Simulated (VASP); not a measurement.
# TaN: relaxation of cell and atoms with LDA

Crystal: TaN.

```
Ta N
1.0
     2.93800    0.00000    0.00000
    -1.46900    2.54438    0.00000
     0.00000    0.00000    2.88300
Ta N
1 1
Direct
  0.33333 0.66667 0.50000
  0.00000 0.00000 0.00000
```

```yaml
Program: VASP 6.6.1
Task: relaxation of cell and atoms
Functional: LDA
Potentials_or_basis: VASP PAW LDA potentials, release 64 (Ta_pv, N)
Cutoff: 600 eV
k_mesh: 7 × 7 × 7
Occupations: fermi-dirac, width 0.05 eV
Spin: no spin polarisation
Dipole_correction: no
Further_INCAR_settings: ALGO = Normal; EDIFF = 1e-06; IBRION = 2; EDIFFG = -0.01; NSW = 60; ISIF = 3
```

```json
{
  "Relaxed volume": "10.49 Å³/atom",
  "Relaxed cell": "a = 2.913 Å, b = 2.913 Å, c = 2.854 Å, α = 90.00°, β = 90.00°, γ = 120.00°",
  "Space group after relaxing (to 0.05 Å)": "P-6m2 (No. 187)",
  "Energy gained by relaxing": "9.1 meV/atom",
  "Ionic steps": "7",
  "Pressure after relaxing": "0.0 GPa",
  "Band gap on the k mesh": "zero (band 8 reaches 8.66 eV, above the bottom of band 9 at 8.32 eV)"
}
```

The path:
| step | energy change (eV) | largest force (eV/Å) | pressure (GPa) | volume (Å³) |
| --- | --- | --- | --- | --- |
| 1 | 0.0000 | 0.0000 | -9.81 | 21.55 |
| 2 | 0.1130 | 0.0000 | 31.26 | 19.56 |
| 3 | -0.0183 | 0.0000 | -0.32 | 20.99 |
| 4 | -0.0183 | 0.0000 | -0.04 | 20.97 |
| 5 | -0.0183 | 0.0000 | 0.17 | 20.96 |
| 6 | -0.0182 | 0.0000 | -0.37 | 20.99 |
| 7 | -0.0183 | 0.0000 | -0.05 | 20.98 |

Final structure:
```xyz
2
Lattice="2.9130 0.0000 0.0000 -1.4565 2.5227 0.0000 0.0000 0.0000 2.8543" Properties=species:S:1:pos:R:3 pbc="T T T"
Ta    0.0000    1.6818    1.4271
N     0.0000    0.0000    0.0000
```

Levels at points of the mesh, in eV from the Fermi level:
```csv
k point,band 5,band 6,band 7,band 8,band 9,band 10,band 11,band 12
"(0.00, 0.00, 0.00)",-4.78,-4.78,-4.43,-3.00,2.46,3.61,3.61,3.99
```

Run time: 43 s on 1 thread of Intel Xeon 8259CL, with other jobs on the host, peak memory 0.15 GiB.

Caveat: spin-orbit coupling is left out, which moves the levels of the heavy elements. LDA usually gives volumes a few per cent too small.
